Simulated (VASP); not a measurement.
Set up this calculation in VASP 6.6.1, as the native input.

```yaml
Task: single point
Functional: PBE
Potentials_or_basis: VASP PAW PBE potentials, release 64 (Mg, Be, Te)
Cutoff: 520 eV
k_mesh: 4 × 4 × 4
Occupations: gaussian, width 0.1 eV
Spin: no spin polarisation
Dipole_correction: no
Further_INCAR_settings: ALGO = Normal; EDIFF = 1e-06; NBANDS = 21
```

The structure of MgBe2Te3 lies in POSCAR:

```
MgBe2Te3
1.0
    4.7320733094      0.0000000000      0.0000000000
    0.0000000000      4.7320733094      0.0000000000
    0.0000000000      0.0000000000      7.2463734802
Mg Be Te
1 2 3
Direct
    0.5000000000      0.5000000000      0.4899068676
    0.5000000000      0.5000000000      0.1119562649
    0.0000000000      0.0000000000      0.8555676390
    0.5000000000      0.0000000000      0.0092928409
    0.0000000000      0.5000000000      0.0092928409
    0.0000000000      0.0000000000      0.5239835768
```

The input as run:

INCAR

```
PREC = Accurate
ENCUT = 520
EDIFF = 1E-6
ISMEAR = 0
SIGMA = 0.1
LREAL = False
LASPH = True
NELM = 60
ALGO = Normal
ISIF = 2
LWAVE = False
LCHARG = False
GGA = PE
NBANDS = 21
```

KPOINTS

```
regular mesh
0
Gamma
  4 4 4
```

Potentials or basis: VASP PAW PBE potentials, release 64 (Mg, Be, Te).

Run with:

```sh
$ cat potpaw_PBE.64/Mg/POTCAR potpaw_PBE.64/Be/POTCAR potpaw_PBE.64/Te/POTCAR > POTCAR
$ mpirun -np 1 vasp_std > vasp.out
```

It gave:

| Item | Value |
| --- | --- |
| Pressure | 0.0 GPa |
| Largest force | 0.022 eV/Å |
| Band gap on the k mesh | zero (band 12 reaches 5.83 eV, above the bottom of band 13 at 3.65 eV) |

Caveat: spin-orbit coupling is left out, which moves the levels of the heavy elements.

Wall time 36 s on 1 thread of AMD EPYC 9R45 96-Core Processor (Zen 5), with other jobs on the host, peak memory 0.24 GiB.
